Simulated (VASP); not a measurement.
Ca2O5 (cubic X2O5 type), 14 atoms in the cell. The structure is cubic, space group Pn-3m (No. 224). Conventional cell: a = 5.527 Å, b = 5.527 Å, c = 5.527 Å, α = 90.00°, β = 90.00°, γ = 90.00°. Ca (site symmetry -3m) has 12 O at 2.39 to 2.76 Å within 3.2 Å. O (site symmetry -3m) has 6 O at 2.39 Å and 6 Ca at 2.76 Å within 3.2 Å. Within 3.2 Å of O (site symmetry -42m) lie 4 Ca at 2.39 Å and 8 O at 2.39 to 2.76 Å. 

```yaml
Program: VASP 6.6.1
Task: single point
Functional: PBE
Potentials_or_basis: VASP PAW PBE potentials, release 64 (Ca_sv, O)
Cutoff: 520 eV
k_mesh: 10 × 10 × 10
Occupations: fermi-dirac, width 0.0612256 eV
Spin: no spin polarisation
Dipole_correction: no
Further_INCAR_settings: ALGO = Normal; EDIFF = 1e-07; NBANDS = 63
```

Potentials or basis: VASP PAW PBE potentials, release 64 (Ca_sv, O).

Run with:

```sh
$ cat potpaw_PBE.64/Ca_sv/POTCAR potpaw_PBE.64/O/POTCAR > POTCAR
$ mpirun -np 1 vasp_std > vasp.out
```

Hardware: 1 thread of Intel Xeon 8259CL, on a shared host.

**Question.** How long does it take, and how much memory?

**Answer.** Run time: 24 min on 1 thread of Intel Xeon 8259CL (shared host), peak memory 0.54 GiB. Counts: scf iterations 17, k points 56.
